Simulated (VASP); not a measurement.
# HfB (Fm-3m) in VASP: notebook, part 2 of 2

VASP 6.6.1. Earlier steps stand in the parts before.

### 4 Single point, PBEsol+U

The input, INCAR:

```
SYSTEM = HfB
PREC = Accurate
ENCUT = 500
EDIFF = 1E-6
ISMEAR = 0
SIGMA = 0.1
LREAL = .FALSE.
LASPH = .TRUE.
NELM = 200
ALGO = Normal
ISIF = 2
LWAVE = .FALSE.
LCHARG = .FALSE.
LMAXMIX = 4
LDAU = .TRUE.
LDAUTYPE = 2
LDAUL = 2 -1
LDAUU = 3 0
LDAUJ = 0 0
LDAUPRINT = 1
GGA = PS
NBANDS = 14
ISYM = 0
GGA_COMPAT = .FALSE.
```

The input, KPOINTS:

```
Automatic mesh
0
G
  4 1 1
  0 0 0
```

The input, POSCAR:

```
HfB
1.0
    0.0000000000      2.3100000000      2.3100000000
    2.3100000000      0.0000000000      2.3100000000
    2.3100000000      2.3100000000      0.0000000000
Hf B
1 1
Direct
    0.5000000000      0.5000000000      0.5000000000
    0.0000000000      0.0000000000      0.0000000000
```

Potentials or basis: VASP PAW PBE potentials, release 64 (Hf_pv, B).

On the command line:

```console
$ cat potpaw_PBE.64/Hf_pv/POTCAR potpaw_PBE.64/B/POTCAR > POTCAR
$ mpirun -np 1 vasp_std > vasp.out
```

OUTCAR:

```text
SYSTEM = HfB
   PREC = Accurate
   ENCUT = 500
   EDIFF = 1E-6
   ISMEAR = 0
   LREAL = .FALSE.
   LASPH = .TRUE.
   NELM = 200
   ISIF = 2
   GGA = PS
   ISYM = 0

 ion  position               nearest neighbor table
   1  0.500  0.500  0.500-   2 2.31   2 2.31   2 2.31   2 2.31   2 2.31   2 2.31
   2  0.000  0.000  0.000-   1 2.31   1 2.31   1 2.31   1 2.31   1 2.31   1 2.31

IMPORTANT INFORMATION: All symmetrisations will be switched off!
NOSYMM: (Re-)initialisation of all symmetry stuff for point group C_1.

----------------------------------------------------------------------------------------

                                     Primitive cell

  volume of cell :      24.6528

  direct lattice vectors                    reciprocal lattice vectors
     0.000000000  2.310000000  2.310000000    -0.216450216  0.216450216  0.216450216
     2.310000000  0.000000000  2.310000000     0.216450216 -0.216450216  0.216450216
     2.310000000  2.310000000  0.000000000     0.216450216  0.216450216 -0.216450216

  length of vectors
     3.266833329  3.266833329  3.266833329     0.374902772  0.374902772  0.374902772

  position of ions in fractional coordinates (direct lattice)
     0.500000000  0.500000000  0.500000000
     0.000000000  0.000000000  0.000000000

  ion indices of the primitive-cell ions
   primitive index   ion index
                 1           1
                 2           2

----------------------------------------------------------------------------------------

 KPOINTS: Automatic mesh

Automatic generation of k-mesh.
 Grid dimensions read from file:
 generate k-points for:    4    1    1

 Generating k-lattice:

  Cartesian coordinates                     Fractional coordinates (reciprocal lattice)
[... 133 lines left out ...]
  o =  0.3914  v =  0.0000  0.0000  0.0000  0.0000  0.0000  0.5774 -0.5773 -0.0000  0.5774  0.0000      0.0000  0.0000  0.0000  0.0000  0.0000  0.0000  0.0000  0.0000  0.0000  0.0000
  o =  0.3914  v =  0.5774 -0.5773 -0.0000  0.5774  0.0000  0.0000  0.0000  0.0000  0.0000  0.0000      0.0000  0.0000  0.0000  0.0000  0.0000  0.0000  0.0000  0.0000  0.0000  0.0000

 number of electron      13.0000002 magnetization

 Free energy of the ion-electron system (eV)
  ---------------------------------------------------
  ext. energy  EPLUGINS =         0.00000000
  ---------------------------------------------------
  free energy    TOTEN  =       -13.79363398 eV

  energy without entropy =      -13.79363398  energy(sigma->0) =      -13.79363398

 E-fermi :   7.9224     XC(G=0): -12.3081

 val. band max:        7.5205890004   @ k =   0.0000   0.0000   0.0000
 cond. band min:       8.3326106114   @ k =   0.0000   0.0000   0.0000
 fundamental gap:      0.8120216110
 Fermi energy:         7.9224137180

 k-point     1 :       0.0000    0.0000    0.0000
  band No.  band energies     occupation
      1     -22.8362      2.00000
      2     -22.6314      2.00000
      3     -22.6313      2.00000
      4      -4.5393      2.00000
      5       7.5206      2.00000
      6       8.3326      0.00000
      7       8.3326      0.00000
      8       8.8826      0.00000
      9       8.8826      0.00000
     10       9.2096      0.00000
     11      10.0953      0.00000
     12      10.0953      0.00000
     13      16.6511      0.00000
     14      18.0731      0.00000
[... 20 lines left out ...]
      1     -23.6169      2.00000
      2     -22.7142      2.00000
      3     -22.7142      2.00000
      4       0.3049      2.00000
      5       0.9740      2.00000
      6       3.9920      2.00000
      7       3.9921      2.00000
      8      12.7714      0.00000
      9      13.1035      0.00000
     10      13.1035      0.00000
     11      13.5685      0.00000
     12      18.8601      0.00000
     13      18.8601      0.00000
     14      20.1936      0.00000

------------------------ aborting loop because EDIFF is reached ----------------------------------------

  FORCE on cell =-STRESS in cart. coord.  units (eV):
  Direction    XX          YY          ZZ          XY          YZ          ZX
  --------------------------------------------------------------------------------------
  -------------------------------------------------------------------------------------
  Total        6.2796767      6.2797747      6.2797765      1.3662554     -1.3662182      1.3662483
  in kB      408.1144099    408.1207786    408.1209014     88.7925544    -88.7901358     88.7920936
  external PRESSURE =     408.1186966 kB  Pullay stress =       0.0000000 kB

 VOLUME and BASIS-vectors are now :
 -----------------------------------------------------------------------------
  energy-cutoff  :      500.00
  volume of cell :       24.65
      direct lattice vectors                 reciprocal lattice vectors
     0.000000000  2.310000000  2.310000000    -0.216450216  0.216450216  0.216450216
     2.310000000  0.000000000  2.310000000     0.216450216 -0.216450216  0.216450216
     2.310000000  2.310000000  0.000000000     0.216450216  0.216450216 -0.216450216

 POSITION                                       TOTAL-FORCE (eV/Angst)
 -----------------------------------------------------------------------------------
      2.31000      2.31000      2.31000         0.000000      0.000000     -0.000000
      0.00000      0.00000      0.00000        -0.000000     -0.000000      0.000000
 -----------------------------------------------------------------------------------
    total drift:                               -0.000000      0.000000     -0.000000

  FREE ENERGIE OF THE ION-ELECTRON SYSTEM (eV)
  ---------------------------------------------------
  free  energy   TOTEN  =       -13.7936339811 eV

  energy  without entropy=      -13.7936339783  energy(sigma->0) =      -13.79363398
```

stdout:

```text
POSCAR found type information on POSCAR HfB
 POSCAR found :  2 types and       2 ions
 scaLAPACK will be used
 -----------------------------------------------------------------------------
|                                                                             |
|                                                                             |
[... 21 lines left out ...]
|     Results are often still useful ...                                      |
|                                                                             |
 -----------------------------------------------------------------------------

 POSCAR, INCAR and KPOINTS ok, starting setup
 FFT: planning ... GRIDC
 FFT: planning ... GRID_SOFT
 FFT: planning ... GRID
 WAVECAR not read
 entering main loop
```

Wall time 4.6 s (1 thread of Intel Xeon Platinum 8375C at 2.90GHz (Ice Lake), shared host); peak memory 0.13 GiB.

Results:

- Free energy: -13.7936 eV
- Pressure: 40.8 GPa

Levels at points of the mesh, in eV from the Fermi level:
```
           k point  band 5  band 6  band 7  band 8  band 9  band 10
(0.00, 0.00, 0.00)   -0.40    0.41    0.41    0.96    0.96     1.29
(0.50, 0.00, 0.00)   -6.95   -3.93   -3.93    4.85    5.18     5.18
```

Eigenvalues of the final occupation matrices:
| site | spin | trace | eigenvalues |
| --- | --- | --- | --- |
| site 1 d | 1 | 1.05 | 0.00 0.00 0.33 0.33 0.39 |
| site 1 d | 2 | 1.05 | 0.00 0.00 0.33 0.33 0.39 |

Caveat: the k points lie up to 2.36 Å⁻¹ apart; the PAW data sets were made with another functional, which shifts forces and pressure a little; spin-orbit coupling is left out, which moves the levels of the heavy elements; U without spin polarisation on a metal has little footing; the U is typed as a test and isn't derived for this compound.
